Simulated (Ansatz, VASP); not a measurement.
# Two plane-wave programs on TaS2

```xyz
3
Lattice="3.3187 0.0000 0.0000 -1.6593 2.8741 0.0000 0.0000 0.0000 5.9359" Properties=species:S:1:pos:R:3 pbc="T T T"
Ta    0.0000    0.0000    0.0000
S     0.0000    1.9160    1.5405
S     1.6593    0.9580    4.3955
```

Alike in both runs: functional PBEsol; k mesh 12 × 12 × 6; occupations fermi-dirac, width 0.05 eV; no spin polarisation.

Ansatz relaxed the structure, and its values are those at the end. VASP's run is a single point on that final structure, the one shown.

```csv
,VASP,Ansatz
version,VASP 6.6.1,Ansatz 0.2.0
potentials or method,"VASP PAW PBE potentials, release 64 (Ta_pv, S)","PAW with Ansatz's default frozen-core files, scalar-relativistic"
plane-wave cutoff (eV),500,420
valence electrons in the cell,23,25
```

```csv
,VASP,Ansatz,Ansatz less VASP
pressure (GPa),0.1,0.0,-0.11
rms of the force components (eV/Å),0.008,0.000,-0.0078
```

VASP's potentials were made for PBE, not for PBEsol. VASP's potentials hold 23 valence electrons a cell and Ansatz's 25, so a difference there can come from the potentials and not from the codes.

Spin-orbit coupling is off throughout.
